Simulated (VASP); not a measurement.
SrO:

```
Sr O
1.0
     4.27003    0.00000    0.00000
    -2.13502    3.69796    0.00000
     0.00000    0.00000    5.14445
Sr O
2 2
Direct
  0.33333 0.66667 0.93750
  0.66667 0.33333 0.43750
  0.33333 0.66667 0.43750
  0.66667 0.33333 0.93750
```

Base run:

| Quantity | Value |
| --- | --- |
| Program | VASP 6.6.1 |
| Functional | PBE |
| Potentials or basis | VASP PAW PBE potentials, release 64 (Sr_sv, O) |
| Cutoff | 520 eV |
| k mesh | 6 × 6 × 4 |
| Occupations | gaussian, width 0.01 eV |
| Spin | no spin polarisation |

Its results: band gap on the k mesh 2.64 eV, direct; pressure 1.7 GPa.

Task: The run is repeated on the same cell with these changes: functional from PBE to r2SCAN. What comes out?

Result: Band gap on the k mesh 3.02 eV, direct; pressure 0.5 GPa.

r2SCAN gives the wider gap, since meta-GGAs in the generalised Kohn-Sham scheme recover part of the derivative discontinuity.

Caveats: the PAW data sets were made with another functional, which shifts forces and pressure a little (some runs).

